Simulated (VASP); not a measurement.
CdF2, 3 atoms in the cell. Symmetry: I4/mmm, No. 139, tetragonal system. The conventional cell has a = 3.629 Å, b = 3.629 Å, c = 5.451 Å, α = 90.00°, β = 90.00°, γ = 90.00°. Cd (site symmetry 4/mmm) has 8 F at 2.27 Å within 3.0 Å. F (site symmetry -4m2) has 4 Cd at 2.27 Å and 6 F at 2.57 to 2.73 Å within 3.0 Å. 

```yaml
Program: VASP 6.6.1
Task: single point
Functional: PBEsol
Potentials_or_basis: VASP PAW PBE potentials, release 64 (Cd_sv_GW, F)
Cutoff: 700 eV
k_mesh: 8 × 8 × 8
Occupations: gaussian, width 0.05 eV
Spin: no spin polarisation
Dipole_correction: no
Further_INCAR_settings: ALGO = Normal; EDIFF = 1e-06; NBANDS = 24
```

Potentials or basis: VASP PAW PBE potentials, release 64 (Cd_sv_GW, F).

Command:

```bash
$ cat potpaw_PBE.64/Cd_sv_GW/POTCAR potpaw_PBE.64/F/POTCAR > POTCAR
$ mpirun -np 1 vasp_std > vasp.out
```

Hardware: 1 thread of Intel(R) Xeon(R) 6975P-C (Granite Rapids), with other jobs on the host.

Problem. Estimate the wall time of this run.

Solution. Wall time 29 s on 1 thread of Intel(R) Xeon(R) 6975P-C (Granite Rapids), with other jobs on the host, peak memory 0.23 GiB. Counts: scf iterations 14, k points 59.
